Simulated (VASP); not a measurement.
# ScAl (Pm-3m) in VASP: a series of runs

The runs below take ScAl through vibrations by perturbation theory, elastic constants, with LDA.

Everything below comes from runs of VASP 6.6.1. Logs are shortened: lines on timing, memory, paths and dates and some standing lists are left out, and cuts for length are marked.

**1. The cell of the first run**

The structure is cubic, space group Pm-3m (No. 221). Conventional cell: a = 3.310 Å, b = 3.310 Å, c = 3.310 Å, α = 90.00°, β = 90.00°, γ = 90.00°. Within 3.8 Å of Sc (site symmetry m-3m) lie 8 Al at 2.87 Å and 6 Sc at 3.31 Å. Al (site symmetry m-3m) has 8 Sc at 2.87 Å and 6 Al at 3.31 Å within 3.8 Å.

**2. Vibrations by perturbation theory, LDA**

Input file INCAR:

```
  ALGO = Normal
  EDIFF = 1E-8
  ENCUT = 520
  IBRION = 8
  ISIF = 2
  ISMEAR = -1
  LASPH = T
  LCHARG = F
  LREAL = F
  LWAVE = F
  NELM = 60
  NSW = 1
  PREC = Accurate
  SIGMA = 0.15
```

Input file KPOINTS:

```
k-points
0
Gamma
  12 12 12
```

Input file POSCAR:

```
ScAl
1.0
    3.3103785511      0.0000000000      0.0000000000
    0.0000000000      3.3103785511      0.0000000000
    0.0000000000      0.0000000000      3.3103785511
Sc Al
1 1
Direct
    0.5000000000      0.5000000000      0.5000000000
    0.0000000000      0.0000000000      0.0000000000
```

Potentials or basis: VASP PAW LDA potentials, release 64 (Sc_sv, Al).

Launch:

```
$ cat potpaw_LDA.64/Sc_sv/POTCAR potpaw_LDA.64/Al/POTCAR > POTCAR
$ mpirun -np 1 vasp_std > vasp.out
```

OUTCAR:

```text
EDIFF = 1E-8
   ENCUT = 520
   IBRION = 8
   ISIF = 2
   ISMEAR = -1
   LASPH = T
   LREAL = F
   NELM = 60
   NSW = 1
   PREC = Accurate

 ion  position               nearest neighbor table
   1  0.500  0.500  0.500-   2 2.87   2 2.87   2 2.87   2 2.87   2 2.87   2 2.87   2 2.87   2 2.87

   2  0.000  0.000  0.000-   1 2.87   1 2.87   1 2.87   1 2.87   1 2.87   1 2.87   1 2.87   1 2.87

  LATTYP: Found a simple cubic cell.
 ALAT       =     3.3103785511

  Lattice vectors:

 A1 = (   3.3103785511,   0.0000000000,   0.0000000000)
 A2 = (   0.0000000000,   3.3103785511,   0.0000000000)
 A3 = (   0.0000000000,   0.0000000000,   3.3103785511)

Analysis of symmetry for initial positions (statically):
=====================================================================
 Subroutine PRICEL returns:
 Original cell was already a primitive cell.

 Routine SETGRP: Setting up the symmetry group for a
 simple cubic supercell.

 Subroutine GETGRP returns: Found 48 space group operations
 (whereof 48 operations were pure point group operations)
 out of a pool of 48 trial point group operations.

The static configuration has the point symmetry O_h .

Analysis of symmetry for dynamics (positions and initial velocities):
=====================================================================
 Subroutine PRICEL returns:
 Original cell was already a primitive cell.

 Routine SETGRP: Setting up the symmetry group for a
 simple cubic supercell.

 Subroutine GETGRP returns: Found 48 space group operations
 (whereof 48 operations were pure point group operations)
 out of a pool of 48 trial point group operations.

The dynamic configuration has the point symmetry O_h .

 Subroutine INISYM returns: Found 48 space group operations
 (whereof 48 operations are pure point group operations),
 and found     1 'primitive' translations

----------------------------------------------------------------------------------------

                                     Primitive cell

  volume of cell :      36.2771

  direct lattice vectors                    reciprocal lattice vectors
     3.310378551  0.000000000  0.000000000     0.302080256  0.000000000  0.000000000
     0.000000000  3.310378551  0.000000000     0.000000000  0.302080256  0.000000000
     0.000000000  0.000000000  3.310378551     0.000000000  0.000000000  0.302080256

  length of vectors
     3.310378551  3.310378551  3.310378551     0.302080256  0.302080256  0.302080256

  position of ions in fractional coordinates (direct lattice)
     0.500000000  0.500000000  0.500000000
     0.000000000  0.000000000  0.000000000

  ion indices of the primitive-cell ions
   primitive index   ion index
                 1           1
                 2           2

----------------------------------------------------------------------------------------

 KPOINTS: k-points

Automatic generation of k-mesh.
 Grid dimensions read from file:
 generate k-points for:   12   12   12

 Generating k-lattice:

  Cartesian coordinates                     Fractional coordinates (reciprocal lattice)
     0.025173355  0.000000000  0.000000000     0.083333333  0.000000000  0.000000000
     0.000000000  0.025173355  0.000000000     0.000000000  0.083333333  0.000000000
     0.000000000  0.000000000  0.025173355     0.000000000  0.000000000  0.083333333

  Length of vectors
     0.025173355  0.025173355  0.025173355

  Shift w.r.t. Gamma in fractional coordinates (k-lattice)
     0.000000000  0.000000000  0.000000000

 Subroutine IBZKPT returns following result:
 ===========================================

 Found     84 irreducible k-points:

 Following reciprocal coordinates:
[... 81 lines left out ...]

--------------------------------------- Ionic step        1  -------------------------------------------

 number of electron      14.0000003 magnetization

 Free energy of the ion-electron system (eV)
  ---------------------------------------------------
  ext. energy  EPLUGINS =         0.00000000
  ---------------------------------------------------
  free energy    TOTEN  =       -11.92165992 eV

  energy without entropy =      -11.84886264  energy(sigma->0) =      -11.88526128

 E-fermi :   6.2281     XC(G=0): -10.7547

 val. band max:        6.1838768081   @ k =   0.4167   0.4167   0.0833
 cond. band min:       6.2380918544   @ k =   0.5000   0.4167   0.1667
 fundamental gap:      0.0542150464
 Fermi energy:         6.2281312284

 k-point     1 :       0.0000    0.0000    0.0000
  band No.  band energies     occupation
      1     -42.4256      2.00000
      2     -21.3511      2.00000
      3     -21.3511      2.00000
      4     -21.3511      2.00000
      5      -2.3595      2.00000
      6       5.4945      1.98509
      7       5.4945      1.98509
      8       9.0752      0.00000
      9       9.0752      0.00000
     10       9.0752      0.00000
     11      10.2270      0.00000
[... 309 lines left out ...]
 k-point    24 :       0.4167    0.3333    0.0000
  band No.  band energies     occupation
      1     -42.3924      2.00000
      2     -21.5371      2.00000
      3     -21.4922      2.00000
      4     -21.3169      2.00000
      5       0.9069      2.00000
      6       3.5320      2.00000
      7       4.8890      1.99973
      8       6.5396      0.22279
      9       7.6389      0.00016
     10       8.0847      0.00001
     11      10.0840      0.00000

 [... further k-points ...]

------------------------ aborting loop because EDIFF is reached ----------------------------------------

  FORCE on cell =-STRESS in cart. coord.  units (eV):
  Direction    XX          YY          ZZ          XY          YZ          ZX
  --------------------------------------------------------------------------------------
  -------------------------------------------------------------------------------------
  Total        0.0446774      0.0446774      0.0446774     -0.0000000     -0.0000000     -0.0000000
  in kB        1.9731756      1.9731756      1.9731756     -0.0000000     -0.0000000     -0.0000000
  external PRESSURE =       1.9731756 kB  Pullay stress =       0.0000000 kB

 VOLUME and BASIS-vectors are now :
 -----------------------------------------------------------------------------
  energy-cutoff  :      520.00
  volume of cell :       36.28
      direct lattice vectors                 reciprocal lattice vectors
     3.310378551  0.000000000  0.000000000     0.302080256  0.000000000  0.000000000
     0.000000000  3.310378551  0.000000000     0.000000000  0.302080256  0.000000000
     0.000000000  0.000000000  3.310378551     0.000000000  0.000000000  0.302080256

 POSITION                                       TOTAL-FORCE (eV/Angst)
 -----------------------------------------------------------------------------------
      1.65519      1.65519      1.65519         0.000000      0.000000      0.000000
      0.00000      0.00000      0.00000         0.000000      0.000000      0.000000
 -----------------------------------------------------------------------------------
    total drift:                                0.000000      0.000000      0.000000

  FREE ENERGIE OF THE ION-ELECTRON SYSTEM (eV)
  ---------------------------------------------------
  free  energy   TOTEN  =       -11.9216599156 eV

  energy  without entropy=      -11.8488626427  energy(sigma->0) =      -11.88526128

[... ionic steps 2 to 3 ...]

--------------------------------------- Ionic step        4  -------------------------------------------

------------------------ aborting loop because EDIFF is reached ----------------------------------------

[... ionic steps 5 to 6 ...]

--------------------------------------- Ionic step        7  -------------------------------------------

 Free energy of the ion-electron system (eV)
  ---------------------------------------------------
  ---------------------------------------------------
  free energy    TOTEN  =        -0.00622469 eV

  energy without entropy =       -0.00622470

------------------------ aborting loop because EDIFF is reached ----------------------------------------

 INTERNAL STRAIN TENSOR  FOR ION    2  DIRECTION 1   (eV/Angst):
 -----------------------------------------------------------------------------
    -0.01678  0.00000 -0.00000
     0.00000  0.00999  0.00000
     0.00000  0.00000  0.00999

 INTERNAL STRAIN TENSOR FOR ION    2 for displacements in x,y,z  (eV/Angst):
          X           Y           Z          XY          YZ          ZX
  --------------------------------------------------------------------------------
  x     0.00000     0.00000     0.00000     0.00000     0.00000     0.00000
  y     0.00000     0.00000     0.00000     0.00000     0.00000     0.00000
  z     0.00000     0.00000     0.00000     0.00000     0.00000     0.00000

 SECOND DERIVATIVES (NOT SYMMETRIZED)
 ------------------------------------
               1X          1Y          1Z          2X          2Y          2Z
  1X    -5.439733   -0.000000   -0.000000    5.439733    0.000000    0.000000
  1Y    -0.000000   -5.439733   -0.000000    0.000000    5.439733    0.000000
  1Z    -0.000000   -0.000000   -5.439733    0.000000    0.000000    5.439733
  2X     5.435237   -0.000000   -0.000000   -5.435237    0.000000    0.000000
  2Y    -0.000000    5.435237    0.000000    0.000000   -5.435237   -0.000000
  2Z     0.000000   -0.000000    5.435237   -0.000000    0.000000   -5.435237

 Eigenvectors and eigenvalues of the dynamical matrix
 ----------------------------------------------------

   1 f  =    8.877295 THz    55.777688 2PiTHz  296.114679 cm-1    36.713525 meV
             X         Y         Z           dx          dy          dz
      1.655189  1.655189  1.655189    -0.000000    0.000000   -0.612583
      0.000000  0.000000  0.000000    -0.000000    0.000000    0.790406
[... 21 lines left out ...]
   6 f/i=    0.001777 THz     0.011165 2PiTHz    0.059272 cm-1     0.007349 meV
             X         Y         Z           dx          dy          dz
      1.655189  1.655189  1.655189     0.000000   -0.000000    0.790406
      0.000000  0.000000  0.000000     0.000000    0.000000    0.612583

--------------------------------------------------------------------------------------------------------

 ELASTIC MODULI CONTR FROM IONIC RELAXATION (kBar)
 Direction    XX          YY          ZZ          XY          YZ          ZX
 --------------------------------------------------------------------------------
 XX           0.0000      0.0000      0.0000      0.0000      0.0000      0.0000
 YY           0.0000      0.0000      0.0000      0.0000      0.0000      0.0000
 ZZ           0.0000      0.0000      0.0000      0.0000      0.0000      0.0000
 XY           0.0000      0.0000      0.0000      0.0000      0.0000      0.0000
 YZ           0.0000      0.0000      0.0000      0.0000      0.0000      0.0000
 ZX           0.0000      0.0000      0.0000      0.0000      0.0000      0.0000
 --------------------------------------------------------------------------------
```

It took 3.6 min on 1 thread of Intel Xeon Platinum 8259CL at 2.50GHz (Skylake/Cascade Lake), shared host; peak memory 0.32 GiB.

Results:

| Property | Result |
| --- | --- |
| Highest phonon frequency at Γ | 296 cm⁻¹ |

Phonon frequencies in cm⁻¹ (negative: imaginary):
| q point | frequencies |
| --- | --- |
| (0.000, 0.000, 0.000) | 0 0 0 296 296 296 |

**3. Elastic constants, LDA**

Input file INCAR:

```
  ALGO = Normal
  EDIFF = 1E-8
  ENCUT = 600
  IBRION = 6
  ISIF = 3
  ISMEAR = -1
  LASPH = True
  LCHARG = False
  LREAL = False
  LWAVE = False
  NBANDS = 14
  NELM = 80
  NFREE = 2
  NSW = 1
  POTIM = 0.015
  PREC = Accurate
  SIGMA = 0.15
```

KPOINTS is that of step 2.

POSCAR is that of step 2.

Potentials or basis: VASP PAW LDA potentials, release 64 (Sc_sv, Al).

Launch:

```
$ cat potpaw_LDA.64/Sc_sv/POTCAR potpaw_LDA.64/Al/POTCAR > POTCAR
$ mpirun -np 1 vasp_std > vasp.out
```

It took 36 min on 1 thread of Intel Xeon Platinum 8259CL at 2.50GHz (Skylake/Cascade Lake), shared host; peak memory 0.59 GiB.

The run converged. Its results:

| Quantity | Value |
| --- | --- |
| Elastic constants C11, C12, C44 | 102, 79, 97 GPa |
| Voigt bulk modulus | 86 GPa |
| Highest phonon frequency at Γ | 296 cm⁻¹ |

Phonon frequencies in cm⁻¹ (negative: imaginary):
```tsv
q point	frequencies
(0.000, 0.000, 0.000)	0 0 0 296 296 296
```

Elastic tensor in Voigt notation (GPa, in the Cartesian axes of the cell as first typed):
```
102  79  79   0   0   0
 79 102  79   0   0   0
 79  79 102   0   0   0
  0   0   0  97   0   0
  0   0   0   0  97   0
  0   0   0   0   0  97
```

Clamped-ion elastic tensor (GPa):
```
102  79  79   0   0   0
 79 102  79   0   0   0
 79  79 102   0   0   0
  0   0   0  97   0   0
  0   0   0   0  97   0
  0   0   0   0   0  97
```
